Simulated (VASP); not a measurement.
Here is a VASP 6.6.1 calculation.

INCAR

```
SYSTEM = Mg2SO
PREC = Accurate
ENCUT = 520
EDIFF = 1E-6
ISMEAR = 0
SIGMA = 0.01
LREAL = .False.
LASPH = .True.
NELM = 60
ALGO = Normal
ISIF = 2
LWAVE = .False.
LCHARG = .True.
GGA = PE
LELF = .True.
LVHAR = .True.
NBANDS = 16
```

Contents of KPOINTS:

```
Automatic mesh
0
Gamma
  4 4 2
  0 0 0
```

File POSCAR:

```
Mg2SO
1.0
    3.5480434195      0.0000000000      0.0000000000
    0.0000000000      3.5480434195      0.0000000000
    0.0000000000      0.0000000000      4.7154195642
O Mg S
1 2 1
Direct
    0.0000000000      0.0000000000      0.0000000000
    0.0000000000      0.5000000000      0.8113170204
    0.5000000000      0.0000000000      0.1886829796
    0.5000000000      0.5000000000      0.5000000000
```

Potentials or basis: VASP PAW PBE potentials, release 64 (O, Mg, S).

Command:

```console
$ cat potpaw_PBE.64/O/POTCAR potpaw_PBE.64/Mg/POTCAR potpaw_PBE.64/S/POTCAR > POTCAR
$ mpirun -np 1 vasp_std > vasp.out
```

Problem. What does it give for the pressure?

Solution. 13.1 GPa.

Problem. Predict the largest force.

Solution. 0.151 eV/Å.

Stress tensor (GPa, compression positive):
```
13.40  0.00  0.00
 0.00 13.40  0.00
 0.00  0.00 12.50
```

Caveat: the k points lie up to 0.67 Å⁻¹ apart.
